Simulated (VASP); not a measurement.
# SnO2 (Cassiterite) (P4_2/mnm) in VASP: a series of runs

Runs on SnO2 (Cassiterite). Level: LDA. Tasks: relaxation of cell and atoms.

All numbers are computed with VASP 6.6.1; they aren't measurements. Logs are shortened: lines on timing, memory, paths and dates and some standing lists are left out, and cuts for length are marked.

**1. The cell of the first run**

The structure is tetragonal, space group P4_2/mnm (No. 136). Conventional cell: a = 4.738 Å, b = 4.738 Å, c = 3.187 Å, α = 90.00°, β = 90.00°, γ = 90.00°. Sn (site symmetry mmm) has 6 O at 2.05 to 2.06 Å within 2.7 Å. O (site symmetry m2m) has 3 Sn at 2.05 to 2.06 Å and 1 O at 2.59 Å within 2.7 Å.

**2. Relaxation of cell and atoms, LDA, target pressure 2 GPa, at which the enthalpy is minimised**

Input file INCAR:

```
SYSTEM = SnO2
PREC = Accurate
ENCUT = 600
EDIFF = 1E-7
ISMEAR = 0
SIGMA = 0.01
LREAL = .FALSE.
LASPH = .TRUE.
NELM = 60
ALGO = Normal
ISIF = 3
LWAVE = .FALSE.
LCHARG = .FALSE.
GGA = CA
IBRION = 2
NSW = 80
EDIFFG = -0.01
PSTRESS = 20.0
```

Input file KPOINTS:

```
Automatic mesh
0
G
  4 4 6
  0 0 0
```

Input file POSCAR:

```
SnO2
1.0
    4.7380000000      0.0000000000      0.0000000000
    0.0000000000      4.7380000000      0.0000000000
    0.0000000000      0.0000000000      3.1865000000
Sn O
2 4
Direct
    0.0000000000      0.0000000000      0.0000000000
    0.5000000000      0.5000000000      0.5000000000
    0.3071000000      0.3071000000      0.0000000000
    0.1929000000      0.8071000000      0.5000000000
    0.6929000000      0.6929000000      0.0000000000
    0.8071000000      0.1929000000      0.5000000000
```

Potentials or basis: VASP PAW LDA potentials, release 64 (Sn_d, O).

Run with:

```console
> cat potpaw_LDA.64/Sn_d/POTCAR potpaw_LDA.64/O/POTCAR > POTCAR
> mpirun -np 1 vasp_std > vasp.out
```

OUTCAR:

```text
SYSTEM = SnO2
   PREC = Accurate
   ENCUT = 600
   EDIFF = 1E-7
   ISMEAR = 0
   LREAL = .FALSE.
   LASPH = .TRUE.
   NELM = 60
   ISIF = 3
   GGA = CA
   IBRION = 2
   NSW = 80
   EDIFFG = -0.01
   PSTRESS = 20.0

 ion  position               nearest neighbor table
   1  0.000  0.000  0.000-   4 2.05   6 2.05   4 2.05   6 2.05   5 2.06   3 2.06   2 3.71   2 3.71
                             2 3.71   2 3.71   2 3.71   2 3.71   2 3.71   2 3.71
   2  0.500  0.500  0.500-   3 2.05   5 2.05   3 2.05   5 2.05   4 2.06   6 2.06   1 3.71   1 3.71
                             1 3.71   1 3.71   1 3.71   1 3.71   1 3.71   1 3.71
   3  0.307  0.307  0.000-   2 2.05   2 2.05   1 2.06
   4  0.193  0.807  0.500-   1 2.05   1 2.05   2 2.06
   5  0.693  0.693  0.000-   2 2.05   2 2.05   1 2.06
   6  0.807  0.193  0.500-   1 2.05   1 2.05   2 2.06

  LATTYP: Found a simple tetragonal cell.
 ALAT       =     4.7380000000
 C/A-ratio  =     0.6725411566

  Lattice vectors:

 A1 = (   4.7380000000,   0.0000000000,   0.0000000000)
 A2 = (   0.0000000000,   4.7380000000,   0.0000000000)
 A3 = (   0.0000000000,   0.0000000000,   3.1865000000)

Analysis of symmetry for initial positions (statically):
=====================================================================
 Subroutine PRICEL returns:
 Original cell was already a primitive cell.

 Routine SETGRP: Setting up the symmetry group for a
 simple tetragonal supercell.

 Subroutine GETGRP returns: Found 16 space group operations
 (whereof  8 operations were pure point group operations)
 out of a pool of 16 trial point group operations.

The static configuration has the point symmetry D_2h.
 The point group associated with its full space group is D_4h.

Analysis of symmetry for dynamics (positions and initial velocities):
=====================================================================
 Subroutine PRICEL returns:
 Original cell was already a primitive cell.

 Routine SETGRP: Setting up the symmetry group for a
 simple tetragonal supercell.

 Subroutine GETGRP returns: Found 16 space group operations
 (whereof  8 operations were pure point group operations)
 out of a pool of 16 trial point group operations.

The dynamic configuration has the point symmetry D_2h.
 The point group associated with its full space group is D_4h.

 Subroutine INISYM returns: Found 16 space group operations
 (whereof  8 operations are pure point group operations),
 and found     1 'primitive' translations

----------------------------------------------------------------------------------------

                                     Primitive cell

  volume of cell :      71.5326

  direct lattice vectors                    reciprocal lattice vectors
     4.738000000  0.000000000  0.000000000     0.211059519  0.000000000  0.000000000
     0.000000000  4.738000000  0.000000000     0.000000000  0.211059519  0.000000000
     0.000000000  0.000000000  3.186500000     0.000000000  0.000000000  0.313823945

  length of vectors
     4.738000000  4.738000000  3.186500000     0.211059519  0.211059519  0.313823945

  position of ions in fractional coordinates (direct lattice)
     0.000000000  0.000000000  0.000000000
     0.500000000  0.500000000  0.500000000
     0.307100000  0.307100000  0.000000000
     0.192900000  0.807100000  0.500000000
     0.692900000  0.692900000  0.000000000
     0.807100000  0.192900000  0.500000000

  ion indices of the primitive-cell ions
   primitive index   ion index
                 1           1
                 2           2
                 3           3
                 4           4
                 5           5
                 6           6

----------------------------------------------------------------------------------------

 KPOINTS: Automatic mesh

Automatic generation of k-mesh.
 Grid dimensions read from file:
 generate k-points for:    4    4    6

 Generating k-lattice:

  Cartesian coordinates                     Fractional coordinates (reciprocal lattice)
[... 45 lines left out ...]
   GGA     = CA    functional components
   LHFCALC =     F    Hartree Fock is set to
   AEXX    =    0.0000 exact exchange contribution
   IVDW    =     0    specifies the selected vdW correction
   LEPSILON=     F    determine dielectric tensor
   LRPA    =     F    only Hartree local field effects (RPA)
 conjugate gradient relaxation of ions
 non-spin polarized calculation
 Gauss-broadening in eV      SIGMA  =   0.01
  energy-cutoff  :      600.00
  volume of cell :       71.53
 maximum number of plane-waves:      2409
 NGX is ok and might be reduce to    40
   NGX = 19   NGY = 19   NGZ = 13

--------------------------------------- Ionic step        1  -------------------------------------------

 number of electron      52.0000000 magnetization

 Free energy of the ion-electron system (eV)
  ---------------------------------------------------
  ext. energy  EPLUGINS =         0.00000000
  ---------------------------------------------------
  free energy    TOTEN  =       -42.28742549 eV

  energy without entropy =      -42.28742549  energy(sigma->0) =      -42.28742549

------------------------ aborting loop because EDIFF is reached ----------------------------------------

  FORCE on cell =-STRESS in cart. coord.  units (eV):
  Direction    XX          YY          ZZ          XY          YZ          ZX
  --------------------------------------------------------------------------------------
  -------------------------------------------------------------------------------------
  Total       -0.1853846     -0.1853846      0.4915221      0.0000000      0.0000000      0.0000000
  in kB       -4.1522189     -4.1522189     11.0090431      0.0000000      0.0000000      0.0000000
  external PRESSURE =     -19.0984649 kB  Pullay stress =      20.0000000 kB

 VOLUME and BASIS-vectors are now :
 -----------------------------------------------------------------------------
  energy-cutoff  :      600.00
  volume of cell :       71.53
      direct lattice vectors                 reciprocal lattice vectors
     4.738000000  0.000000000  0.000000000     0.211059519  0.000000000  0.000000000
     0.000000000  4.738000000  0.000000000     0.000000000  0.211059519  0.000000000
     0.000000000  0.000000000  3.186500000     0.000000000  0.000000000  0.313823945
[... 180 lines left out ...]
  FREE ENERGIE OF THE ION-ELECTRON SYSTEM (eV)
  ---------------------------------------------------
  free  energy   TOTEN  =       -42.2869344304 eV

  energy  without entropy=      -42.2869344304  energy(sigma->0) =      -42.28693443

  enthalpy is  TOTEN    =       -41.4039947695 eV   P V=        0.8829396609

--------------------------------------- Ionic step        6  -------------------------------------------

 number of electron      51.9999987 magnetization

 Free energy of the ion-electron system (eV)
  ---------------------------------------------------
  ext. energy  EPLUGINS =         0.00000000
  ---------------------------------------------------
  free energy    TOTEN  =       -42.28701769 eV

  energy without entropy =      -42.28701769  energy(sigma->0) =      -42.28701769

 E-fermi :   6.1309     XC(G=0): -11.8628

 val. band max:        6.0032268152   @ k =   0.0000   0.0000   0.0000
 cond. band min:       7.2571139446   @ k =   0.0000   0.0000   0.0000
 fundamental gap:      1.2538871294
 Fermi energy:         6.1309302351

 k-point     1 :       0.0000    0.0000    0.0000
  band No.  band energies     occupation
      1     -15.0236      2.00000
      2     -14.2228      2.00000
      3     -13.9478      2.00000
      4     -13.9280      2.00000
      5     -13.9280      2.00000
      6     -13.8586      2.00000
[... 827 lines left out ...]
 POSITION                                       TOTAL-FORCE (eV/Angst)
 -----------------------------------------------------------------------------------
      0.00000      0.00000      0.00000        -0.000000      0.000000     -0.000000
      2.35447      2.35447      1.59497        -0.000000      0.000000     -0.000000
      1.44033      1.44033      3.18995         0.002977      0.002977      0.000000
      0.91415      3.79480      1.59497        -0.002977      0.002977     -0.000000
      3.26862      3.26862      0.00000        -0.002977     -0.002977     -0.000000
      3.79480      0.91415      1.59497         0.002977     -0.002977     -0.000000
 -----------------------------------------------------------------------------------
    total drift:                                0.000000      0.000000      0.000000

  FREE ENERGIE OF THE ION-ELECTRON SYSTEM (eV)
  ---------------------------------------------------
  free  energy   TOTEN  =       -42.2870176871 eV

  energy  without entropy=      -42.2870176871  energy(sigma->0) =      -42.28701769

  enthalpy is  TOTEN    =       -41.4040379427 eV   P V=        0.8829797444

 reached required accuracy - stopping structural energy minimisation
```

Wall time 96 s (1 thread of Intel Xeon 6975P-C (Granite Rapids), shared host); peak memory 0.21 GiB.

Results:

```
Free energy                                            : -42.2870 eV
Relaxed volume                                         : 11.79 Å³/atom
Relaxed cell                                           : a = 4.709 Å, b = 4.709 Å, c = 3.190 Å, α = 90.00°, β = 90.00°, γ = 90.00°
Space group after relaxing (to 0.05 Å)                 : P4_2/mnm (No. 136)
Energy change on relaxing (the enthalpy is what falls) : +0.1 meV/atom
Ionic steps                                            : 6
Pressure after relaxing                                : 2.0 GPa
Largest force after relaxing                           : 0.004 eV/Å
Band gap on the k mesh                                 : 1.25 eV, direct
```

Forces in eV/Å, atoms in the order of the input:
```
Sn   0.000  0.000  0.000
Sn   0.000  0.000  0.000
O    0.003  0.003  0.000
O   -0.003  0.003  0.000
O   -0.003 -0.003  0.000
O    0.003 -0.003  0.000
```

The path:
```csv
step,energy change (eV),largest force (eV/Å),pressure (GPa),volume (Å³)
1,0.0000,0.1793,0.09,71.53
2,0.0135,0.0257,4.20,70.07
3,0.0031,0.0898,2.56,70.63
4,0.0002,0.0700,1.72,70.78
5,0.0005,0.0135,2.00,70.73
6,0.0004,0.0042,1.98,70.73
```

Final structure:
```cif
data_structure
_symmetry_space_group_name_H-M 'P 1'
_symmetry_Int_Tables_number 1
_cell_length_a 4.7089
_cell_length_b 4.7089
_cell_length_c 3.1899
_cell_angle_alpha 90.000
_cell_angle_beta 90.000
_cell_angle_gamma 90.000
_cell_volume 70.73
loop_
_atom_site_label
_atom_site_type_symbol
_atom_site_fract_x
_atom_site_fract_y
_atom_site_fract_z
_atom_site_occupancy
Sn1 Sn 0.00000 0.00000 0.00000 1
Sn2 Sn 0.50000 0.50000 0.50000 1
O1 O 0.30587 0.30587 0.00000 1
O2 O 0.19413 0.80587 0.50000 1
O3 O 0.69413 0.69413 0.00000 1
O4 O 0.80587 0.19413 0.50000 1
```

Levels at points of the mesh, in eV from the valence-band top:
```csv
k point,band 23,band 24,band 25,band 26,band 27,band 28,band 29,band 30
"(0.00, 0.00, 0.00)",-1.28,-0.81,-0.81,0.00,1.25,6.00,6.09,6.09
"(0.50, 0.00, 0.00)",-1.24,-1.24,-0.65,-0.65,4.42,4.42,6.85,6.85
"(0.50, 0.50, 0.00)",-1.37,-1.37,-0.92,-0.92,4.80,4.80,7.36,7.36
"(0.00, 0.00, 0.50)",-1.75,-1.75,-1.29,-1.29,6.14,6.14,9.59,9.59
"(0.50, 0.00, 0.50)",-1.15,-1.15,-0.71,-0.71,6.42,6.42,7.97,7.97
"(0.50, 0.50, 0.50)",-0.99,-0.99,-0.85,-0.85,4.78,4.78,8.68,8.68
```

Caveat: the cell is relaxed towards a set pressure, so the enthalpy falls and the energy may rise; spin-orbit coupling is left out, which moves the levels of the heavy elements.

(Continued in part 2 of 2.)
